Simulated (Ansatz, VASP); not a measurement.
# One calculation of MgCd2SO2, two programs

Contents of INCAR:

```
ALGO = Normal
EDIFF = 1E-6
EDIFFG = -0.04
ENCUT = 600
GGA = PE
IBRION = 2
ISIF = 3
ISMEAR = 0
LASPH = True
LCHARG = False
LREAL = False
LWAVE = False
NELM = 80
NSW = 90
PREC = Accurate
SIGMA = 0.1
```

The input KPOINTS:

```
k-points
0
Gamma
  4 4 4
```

POSCAR

```
MgCd2SO2
1.0
    4.2087846600      0.0000000000      0.0000000000
    0.0000000000      4.2087846600      0.0000000000
    0.0000000000      0.0000000000      5.4158425100
Mg Cd S O
1 2 1 2
Direct
    0.0000000000      0.0000000000      0.5000000000
    0.5000000000      0.5000000000      0.7223759900
    0.5000000000      0.5000000000      0.2776240100
    0.0000000000      0.0000000000      0.0000000000
    0.5000000000      0.0000000000      0.0000000000
    0.0000000000      0.5000000000      0.0000000000
```

Input for Ansatz:

```yaml
crystal:
  lattice:
    - [4.20878466, 0.0, 0.0]
    - [0.0, 4.20878466, 0.0]
    - [0.0, 0.0, 5.41584251]
  atoms:
    - { symbol: Mg, position: [0.0, 0.0, 0.5] }
    - { symbol: Cd, position: [0.5, 0.5, 0.72237599] }
    - { symbol: Cd, position: [0.5, 0.5, 0.27762401] }
    - { symbol: S, position: [0.0, 0.0, 0.0] }
    - { symbol: O, position: [0.5, 0.0, 0.0] }
    - { symbol: O, position: [0.0, 0.5, 0.0] }
basis:
  ecutwfc: 420
kpoints:
  mp_grid: { grid: [4, 4, 4] }
hamiltonian:
  xc: pbe
scf:
  occupations: { method: gaussian, width: 0.1 }
  lower_state_search: "off"
output:
  forces: true
  stress: true
  eigenvalues: true
relax:
  adjacent_minimum: "off"
  f_tol: 0.04
  max_steps: 70
  cell: { stress_tol: 0.4 }
```

Change from the starting cell: species swapped into the PrSi2Mo2C type (P4/mmm, No. 123).

Alike in both runs: task relaxation of cell and atoms; functional PBE; k mesh 4 × 4 × 4; occupations gaussian, width 0.1 eV; no spin polarisation.

|  | VASP | Ansatz |
| --- | --- | --- |
| version | VASP 6.6.1 | Ansatz 0.2.0 |
| potentials or method | VASP PAW PBE potentials, release 64 (Mg, Cd, S, O), cutoff 600 eV | scalar-relativistic, plane waves, PAW |
| valence electrons in the cell | 44 | 68 |

```csv
,VASP,Ansatz,Ansatz less VASP
"gap on the k mesh at the Fermi level, each at its own relaxed structure (eV)",none,none,-
relaxed volume (Å³/atom),16.65,16.58,-0.065
relaxed cell length with the largest relative difference (Å),5.449,5.436,-0.0131
```

A gap of «none» marks a metal or a gap that the smearing closes. VASP's potentials hold 44 valence electrons a cell and Ansatz's 68, so a difference there can come from the potentials and not from the codes.

The k mesh is coarse, so the values compare programs but aren't converged.
